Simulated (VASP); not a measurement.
# Hg: relaxation of cell and atoms with LDA

Crystal: Hg.

```
Hg
1.0
     2.25935    0.00000    0.00000
     0.00000    2.25935    0.00000
     0.00000    0.00000    2.25935
Hg
1
Direct
  0.00000 0.00000 0.00000
```

```json
{"Program": "VASP 6.6.1", "Task": "relaxation of cell and atoms", "Functional": "LDA", "Potentials or basis": "VASP PAW LDA potentials, release 64 (Hg)", "Cutoff": "600 eV", "k mesh": "17 × 17 × 17", "Occupations": "fermi-dirac, width 0.08 eV", "Spin": "no spin polarisation", "Target pressure": "300 GPa", "Dipole correction": "no", "Further INCAR settings": "ALGO = Normal; EDIFF = 1e-06; IBRION = 2; EDIFFG = -0.005; NSW = 60; ISIF = 3"}
```

```yaml
Relaxed_volume: 12.30 Å³/atom
Relaxed_cell: a = 2.308 Å, b = 2.308 Å, c = 2.308 Å, α = 90.00°, β = 90.00°, γ = 90.00°
Space_group_after_relaxing_to_0.1_Å: Pm-3m (No. 221)
Energy_change_on_relaxing_the_run_minimises_the_enthalpy: -1634.7 meV/atom
Ionic_steps: 5
Pressure_after_relaxing: 300.0 GPa
Band_gap_on_the_k_mesh: zero (bands 6 and 7 overlap by 6.09 eV)
```

The path:
```
step  energy change (eV)  largest force (eV/Å)  pressure (GPa)  volume (Å³)
   1              0.0000                0.0000          391.68        11.53
   2             -6.9922                0.0000           -3.54        26.43
   3             -2.5739                0.0000          248.52        12.85
   4             -1.6983                0.0000          296.50        12.33
   5             -1.6347                0.0000          300.00        12.30
```

Final structure:
```xyz
1
Lattice="2.3081 0.0000 0.0000 0.0000 2.3081 0.0000 0.0000 0.0000 2.3081" Properties=species:S:1:pos:R:3 pbc="T T T"
Hg    0.0000    0.0000    0.0000
```

Levels at points of the mesh, in eV from the Fermi level:
| k point | band 3 | band 4 | band 5 | band 6 | band 7 | band 8 | band 9 | band 10 |
| --- | --- | --- | --- | --- | --- | --- | --- | --- |
| (0.00, 0.00, 0.00) | -16.22 | -7.67 | -7.67 | -7.67 | 13.26 | 13.26 | 13.26 | 20.45 |

Wall time 22 s on 1 thread of Intel(R) Xeon(R) 6975P-C (Granite Rapids), on a shared host, peak memory 0.14 GiB.

Caveat: the cell is relaxed towards a set pressure, so the run minimises the enthalpy, not the energy; spin-orbit coupling is left out, which moves the levels of the heavy elements.
